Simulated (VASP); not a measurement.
# ZrCu (Pm-3m) in VASP: further runs, part 2 of 2

VASP 6.6.1.

### 4 Single point, LDA (10.32 Å³/atom)

This run uses another cell than the first one, of 10.32 Å³/atom.

INCAR

```
SYSTEM = ZrCu
  PREC = Accurate
  ENCUT = 520
  EDIFF = 1E-6
  ISMEAR = -1
  SIGMA = 0.05
  LREAL = .FALSE.
  LASPH = .TRUE.
  NELM = 100
  ALGO = Normal
  ISIF = 2
  LWAVE = .FALSE.
  LCHARG = .FALSE.
  GGA = CA
  NBANDS = 18
```

KPOINTS

```
regular mesh
0
G
  11 11 11
  0 0 0
```

POSCAR

```
ZrCu
1.0
    2.7434032777      0.0000000000      0.0000000000
    0.0000000000      2.7434032777      0.0000000000
    0.0000000000      0.0000000000      2.7434032777
Zr Cu
1 1
Direct
    0.5000000000      0.5000000000      0.5000000000
    0.0000000000      0.0000000000      0.0000000000
```

Potentials or basis: VASP PAW LDA potentials, release 64 (Zr_sv, Cu).

The run is started by

```bash
$ cat potpaw_LDA.64/Zr_sv/POTCAR potpaw_LDA.64/Cu/POTCAR > POTCAR
$ mpirun -np 1 vasp_std > vasp.out
```

OUTCAR:

```text
SYSTEM = ZrCu
   PREC = Accurate
   ENCUT = 520
   EDIFF = 1E-6
   ISMEAR = -1
   LREAL = .FALSE.
   LASPH = .TRUE.
   NELM = 100
   ISIF = 2
   GGA = CA

 ion  position               nearest neighbor table
   1  0.500  0.500  0.500-   2 2.38   2 2.38   2 2.38   2 2.38   2 2.38   2 2.38   2 2.38   2 2.38

   2  0.000  0.000  0.000-   1 2.38   1 2.38   1 2.38   1 2.38   1 2.38   1 2.38   1 2.38   1 2.38

  LATTYP: Found a simple cubic cell.
 ALAT       =     2.7434032777

  Lattice vectors:

 A1 = (   2.7434032777,   0.0000000000,   0.0000000000)
 A2 = (   0.0000000000,   2.7434032777,   0.0000000000)
 A3 = (   0.0000000000,   0.0000000000,   2.7434032777)

Analysis of symmetry for initial positions (statically):
=====================================================================
 Subroutine PRICEL returns:
 Original cell was already a primitive cell.

 Routine SETGRP: Setting up the symmetry group for a
 simple cubic supercell.

 Subroutine GETGRP returns: Found 48 space group operations
 (whereof 48 operations were pure point group operations)
 out of a pool of 48 trial point group operations.

The static configuration has the point symmetry O_h .

Analysis of symmetry for dynamics (positions and initial velocities):
=====================================================================
 Subroutine PRICEL returns:
 Original cell was already a primitive cell.

 Routine SETGRP: Setting up the symmetry group for a
 simple cubic supercell.

 Subroutine GETGRP returns: Found 48 space group operations
 (whereof 48 operations were pure point group operations)
 out of a pool of 48 trial point group operations.

The dynamic configuration has the point symmetry O_h .

 Subroutine INISYM returns: Found 48 space group operations
 (whereof 48 operations are pure point group operations),
 and found     1 'primitive' translations

----------------------------------------------------------------------------------------

                                     Primitive cell

  volume of cell :      20.6476

  direct lattice vectors                    reciprocal lattice vectors
     2.743403278  0.000000000  0.000000000     0.364510755  0.000000000  0.000000000
     0.000000000  2.743403278  0.000000000     0.000000000  0.364510755  0.000000000
     0.000000000  0.000000000  2.743403278     0.000000000  0.000000000  0.364510755

  length of vectors
     2.743403278  2.743403278  2.743403278     0.364510755  0.364510755  0.364510755

  position of ions in fractional coordinates (direct lattice)
     0.500000000  0.500000000  0.500000000
     0.000000000  0.000000000  0.000000000

  ion indices of the primitive-cell ions
   primitive index   ion index
                 1           1
                 2           2

----------------------------------------------------------------------------------------

 KPOINTS: regular mesh

Automatic generation of k-mesh.
 Grid dimensions read from file:
 generate k-points for:   11   11   11

 Generating k-lattice:

  Cartesian coordinates                     Fractional coordinates (reciprocal lattice)
     0.033137341  0.000000000  0.000000000     0.090909091  0.000000000  0.000000000
     0.000000000  0.033137341  0.000000000     0.000000000  0.090909091  0.000000000
     0.000000000  0.000000000  0.033137341     0.000000000  0.000000000  0.090909091

  Length of vectors
     0.033137341  0.033137341  0.033137341

  Shift w.r.t. Gamma in fractional coordinates (k-lattice)
     0.000000000  0.000000000  0.000000000

 Subroutine IBZKPT returns following result:
 ===========================================

 Found     56 irreducible k-points:

 Following reciprocal coordinates:
            Coordinates               Weight
  0.000000  0.000000  0.000000      1.000000
  0.090909  0.000000  0.000000      6.000000
  0.181818  0.000000  0.000000      6.000000
  0.272727  0.000000  0.000000      6.000000
  0.363636  0.000000  0.000000      6.000000
  0.454545  0.000000  0.000000      6.000000
[... 16 lines left out ...]
  0.181818  0.090909  0.090909     24.000000
  0.272727  0.090909  0.090909     24.000000
 [... further k-points ...]
   k-points           NKPTS =     56   k-points in BZ     NKDIM =     56   number of bands    NBANDS=     18
   number of dos      NEDOS =    301   number of ions     NIONS =      2
   total plane-waves  NPLWV =   8000
   dimension x,y,z NGX =    20 NGY =   20 NGZ =   20
   dimension x,y,z NGXF=    40 NGYF=   40 NGZF=   40
   ions per type =               1   1
   NGX,Y,Z   is equivalent  to a cutoff of  12.12, 12.12, 12.12 a.u.
   NGXF,Y,Z  is equivalent  to a cutoff of  24.24, 24.24, 24.24 a.u.
 SYSTEM =  ZrCu
   PREC   = accura    normal or accurate (medium, high low for compatibility)
   ISTART =      0    job   : 0-new  1-cont  2-samecut
   ICHARG =      2    charge: 1-file 2-atom 10-const
   ISPIN  =      1    spin polarized calculation?
   LNONCOLLINEAR =      F non collinear calculations
   LSORBIT =      F    spin-orbit coupling
   LASPH  =      T    aspherical Exc in radial PAW
   ENCUT  =  520.0 eV  38.22 Ry    6.18 a.u.   5.10  5.10  5.10*2*pi/ulx,y,z
   NELM   =    100;   NELMIN=  2; NELMDL= -5     # of ELM steps
   EDIFF  = 0.1E-05   stopping-criterion for ELM
   LREAL  =      F    real-space projection
   EDIFFG = 0.1E-04   stopping-criterion for IOM
   NSW    =      0    number of steps for IOM
   IBRION =     -1    ionic relax: 0-MD 1-quasi-New 2-CG
   NFREE  =      0    steps in history (QN), initial steepest desc. (CG)
   ISIF   =      2    stress and relaxation
   ISYM   =      2    0-nonsym 1-usesym 2-fastsym
   POTIM  = 0.5000    time-step for ionic-motion
   TEBEG  =    0.0;   TEEND  =   0.0 temperature during run
   PSTRESS=    0.0 pullay stress
   NELECT =      23.0000    total number of electrons
   NUPDOWN=      -1.0000    fix difference up-down
   EMIN   =  10.00;   EMAX   =-10.00  energy-range for DOS
   EFERMI =   0.00;   METHOD = LEGACY
   ISMEAR =    -1;   SIGMA  =   0.05  broadening in eV -4-tet -1-fermi 0-gaus
   EFERMI_NEDOS =   21; number of points for ismear=-14 and -15
   IALGO  =     38    algorithm
   IMIX   =      4    mixing-type and parameters
     AMIX     =   0.40;   BMIX     =  1.00
     AMIX_MAG =   1.60;   BMIX_MAG =  1.00
  volume/ion in A,a.u.               =      10.32        69.67
  Fermi-wavevector in a.u.,A,eV,Ry     =   1.697049  3.206958 39.184456  2.879976
  Thomas-Fermi vector in A             =   2.777801
   LORBIT       =      0    0 simple, 1 ext, 2 COOP (PROOUT), +10 PAW based schemes
   GGA     = CA    functional components
   LHFCALC =     F    Hartree Fock is set to
   AEXX    =    0.0000 exact exchange contribution
   IVDW    =     0    specifies the selected vdW correction
   LEPSILON=     F    determine dielectric tensor
   LRPA    =     F    only Hartree local field effects (RPA)
 non-spin polarized calculation
  energy-cutoff  :      520.00
  volume of cell :       20.65
 maximum number of plane-waves:       587
   NGX = 11   NGY = 11   NGZ = 11

 number of electron      22.9999964 magnetization

 Free energy of the ion-electron system (eV)
  ---------------------------------------------------
  ext. energy  EPLUGINS =         0.00000000
  ---------------------------------------------------
  free energy    TOTEN  =       -10.13474271 eV

  energy without entropy =      -10.12611123  energy(sigma->0) =      -10.13042697

 E-fermi :  16.1706     XC(G=0): -14.8508

 val. band max:       16.1470611961   @ k =   0.3636   0.2727   0.1818
 cond. band min:      16.2301703680   @ k =   0.1818   0.0000   0.0000
 fundamental gap:      0.0831091719
 Fermi energy:        16.1705509187

 k-point     1 :       0.0000    0.0000    0.0000
  band No.  band energies     occupation
      1     -31.8410      2.00000
      2      -9.1779      2.00000
      3      -9.1779      2.00000
      4      -9.1779      2.00000
      5       7.3277      2.00000
      6       8.4588      2.00000
[... 10 lines left out ...]
     17      26.5254      0.00000
     18      26.5254      0.00000
[... 463 lines left out ...]
 k-point    24 :       0.2727    0.0909    0.0909
  band No.  band energies     occupation
      1     -31.6084      2.00000
      2     -10.5741      2.00000
      3      -9.2672      2.00000
      4      -9.2473      2.00000
      5       9.3863      2.00000
      6       9.5739      2.00000
[... 10 lines left out ...]
     17      30.2760      0.00000
     18      30.8360      0.00000

 [... further k-points ...]

------------------------ aborting loop because EDIFF is reached ----------------------------------------

  FORCE on cell =-STRESS in cart. coord.  units (eV):
  Direction    XX          YY          ZZ          XY          YZ          ZX
  --------------------------------------------------------------------------------------
  -------------------------------------------------------------------------------------
  Total       20.7734566     20.7734566     20.7734566      0.0000000      0.0000000     -0.0000000
  in kB     1611.9456333   1611.9456333   1611.9456333      0.0000000      0.0000000     -0.0000000
  external PRESSURE =    1611.9456333 kB  Pullay stress =       0.0000000 kB

 VOLUME and BASIS-vectors are now :
 -----------------------------------------------------------------------------
  energy-cutoff  :      520.00
  volume of cell :       20.65
      direct lattice vectors                 reciprocal lattice vectors
     2.743403278  0.000000000  0.000000000     0.364510755  0.000000000  0.000000000
     0.000000000  2.743403278  0.000000000     0.000000000  0.364510755  0.000000000
     0.000000000  0.000000000  2.743403278     0.000000000  0.000000000  0.364510755

 POSITION                                       TOTAL-FORCE (eV/Angst)
 -----------------------------------------------------------------------------------
      1.37170      1.37170      1.37170         0.000000      0.000000      0.000000
      0.00000      0.00000      0.00000         0.000000      0.000000      0.000000
 -----------------------------------------------------------------------------------
    total drift:                                0.000000      0.000000      0.000000

  FREE ENERGIE OF THE ION-ELECTRON SYSTEM (eV)
  ---------------------------------------------------
  free  energy   TOTEN  =       -10.1347427110 eV

  energy  without entropy=      -10.1261112297  energy(sigma->0) =      -10.13042697
```

stdout:

```text
POSCAR found type information on POSCAR ZrCu
 POSCAR found :  2 types and       2 ions
 scaLAPACK will be used
 LDA part: xc-table for (Slater(with rela. corr.)+CA(PZ))
 , standard interpolation
 POSCAR, INCAR and KPOINTS ok, starting setup
 FFT: planning ... GRIDC
 FFT: planning ... GRID_SOFT
 FFT: planning ... GRID
 WAVECAR not read
 entering main loop
```

Wall time 30 s (1 thread of Intel Xeon 8259CL, shared host); peak memory 0.13 GiB.

What came out:

- Free energy: -10.1347 eV
- Pressure: 161.2 GPa
- Band gap on the k mesh: zero (an odd number of electrons rules out a gap without spin polarisation)

Caveat: the cell stands under pressure.

### 5 Single point, LDA (10.32 Å³/atom)

This run uses another cell than the first one, of 10.32 Å³/atom.

INCAR

```
SYSTEM = ZrCu
PREC = Accurate
ENCUT = 520
EDIFF = 1E-6
ISMEAR = -1
SIGMA = 0.05
LREAL = .False.
LASPH = .True.
NELM = 100
ALGO = Normal
ISIF = 2
LWAVE = .False.
LCHARG = .False.
NBANDS = 18
```

KPOINTS

```
regular mesh
0
Gamma
  11 11 11
  0 0 0
```

POSCAR is that of step 4.

Potentials or basis: VASP PAW LDA potentials, release 64 (Zr_sv, Cu).

The run is started by

```bash
$ cat potpaw_LDA.64/Zr_sv/POTCAR potpaw_LDA.64/Cu/POTCAR > POTCAR
$ mpirun -np 1 vasp_std > vasp.out
```

OUTCAR:

```text
SYSTEM = ZrCu
   PREC = Accurate
   ENCUT = 520
   EDIFF = 1E-6
   ISMEAR = -1
   LREAL = .False.
   LASPH = .True.
   NELM = 100
   ISIF = 2

 ion  position               nearest neighbor table
   1  0.500  0.500  0.500-   2 2.38   2 2.38   2 2.38   2 2.38   2 2.38   2 2.38   2 2.38   2 2.38

   2  0.000  0.000  0.000-   1 2.38   1 2.38   1 2.38   1 2.38   1 2.38   1 2.38   1 2.38   1 2.38

  LATTYP: Found a simple cubic cell.
 ALAT       =     2.7434032777

  Lattice vectors:

[... 691 lines left out ...]

  FORCE on cell =-STRESS in cart. coord.  units (eV):
  Direction    XX          YY          ZZ          XY          YZ          ZX
  --------------------------------------------------------------------------------------
  -------------------------------------------------------------------------------------
  Total       20.7734566     20.7734566     20.7734566      0.0000000      0.0000000     -0.0000000
  in kB     1611.9456333   1611.9456333   1611.9456333      0.0000000      0.0000000     -0.0000000
  external PRESSURE =    1611.9456333 kB  Pullay stress =       0.0000000 kB

 VOLUME and BASIS-vectors are now :
 -----------------------------------------------------------------------------
  energy-cutoff  :      520.00
  volume of cell :       20.65
      direct lattice vectors                 reciprocal lattice vectors
     2.743403278  0.000000000  0.000000000     0.364510755  0.000000000  0.000000000
     0.000000000  2.743403278  0.000000000     0.000000000  0.364510755  0.000000000
     0.000000000  0.000000000  2.743403278     0.000000000  0.000000000  0.364510755

 POSITION                                       TOTAL-FORCE (eV/Angst)
 -----------------------------------------------------------------------------------
      1.37170      1.37170      1.37170         0.000000      0.000000      0.000000
      0.00000      0.00000      0.00000         0.000000      0.000000      0.000000
 -----------------------------------------------------------------------------------
    total drift:                                0.000000      0.000000      0.000000

  FREE ENERGIE OF THE ION-ELECTRON SYSTEM (eV)
  ---------------------------------------------------
  free  energy   TOTEN  =       -10.1347427110 eV

  energy  without entropy=      -10.1261112297  energy(sigma->0) =      -10.13042697
```

It took 29 s on 1 thread of Intel Xeon 8259CL, shared host; peak memory 0.14 GiB.

What came out:

```yaml
Free_energy: -10.1347 eV
Pressure: 161.2 GPa
Band_gap_on_the_k_mesh: zero (an odd number of electrons rules out a gap without spin polarisation)
```

Levels at points of the mesh, in eV from the Fermi level:
```
           k point  band 8  band 9  band 10  band 11  band 12  band 13  band 14  band 15  band 16  band 17
(0.00, 0.00, 0.00)   -5.08   -5.08    -5.08    -0.40    -0.40     6.81     6.81     6.81    10.35    10.35
```

Caveat: the cell stands under pressure.

### 6 Single point, LDA (14.63 Å³/atom)

This run uses another cell than the first one, of 14.63 Å³/atom.

INCAR

```
SYSTEM = ZrCu
ALGO     = Normal         ! electronic algorithm
EDIFF    = 1E-6           ! SCF threshold, eV
ENCUT    = 520            ! plane-wave cutoff, eV
ISIF     = 2              ! what is computed and relaxed
ISMEAR   = -1             ! smearing method
LASPH    = .True.         ! aspherical terms in the spheres
LCHARG   = .False.        ! write CHGCAR
LREAL    = .False.        ! projectors in reciprocal space
LWAVE    = .False.        ! write WAVECAR
NBANDS   = 18             ! bands
NELM     = 80             ! most SCF steps
PREC     = Accurate       ! precision mode
SIGMA    = 0.05           ! smearing width, eV
```

KPOINTS

```
k-points
0
Gamma
  11 11 11
  0 0 0
```

POSCAR

```
ZrCu
1.0
    3.0811455303      0.0000000000      0.0000000000
    0.0000000000      3.0811455303      0.0000000000
    0.0000000000      0.0000000000      3.0811455303
Zr Cu
1 1
Direct
    0.5000000000      0.5000000000      0.5000000000
    0.0000000000      0.0000000000      0.0000000000
```

Potentials or basis: VASP PAW LDA potentials, release 64 (Zr_sv, Cu).

The run is started by

```bash
$ cat potpaw_LDA.64/Zr_sv/POTCAR potpaw_LDA.64/Cu/POTCAR > POTCAR
$ mpirun -np 1 vasp_std > vasp.out
```

Run time: 37 s. Hardware: 1 thread of Intel Xeon 8259CL, shared host; peak memory 0.15 GiB.

The run converged. Its results:

```yaml
Free_energy: -14.0463 eV
Pressure: 18.9 GPa
Band_gap_on_the_k_mesh: zero (an odd number of electrons rules out a gap without spin polarisation)
```

Levels at points of the mesh, in eV from the Fermi level:
```csv
k point,band 10,band 11,band 12,band 13,band 14,band 15
"(0.00, 0.00, 0.00)",-3.59,-0.13,-0.13,4.81,4.81,4.81
```

Caveat: the cell stands under pressure.

### 7 Summary

```tsv
cell	gap on the mesh (eV)	pressure (GPa)
a = 2.582 Å, 2 atoms	none	325.8
a = 2.743 Å, 2 atoms	none	161.2
a = 3.081 Å, 2 atoms	none	18.9
```

Alike in all rows: task single point; level LDA; potentials or basis VASP PAW LDA potentials, release 64 (Zr_sv, Cu); no spin polarisation; k mesh 11 × 11 × 11; cutoff (eV) 520; smearing fermi-dirac 0.05 eV.

Caveats: the cell stands under pressure.

Total energies depend on the potentials used, so only differences within one code and one set of settings carry meaning.
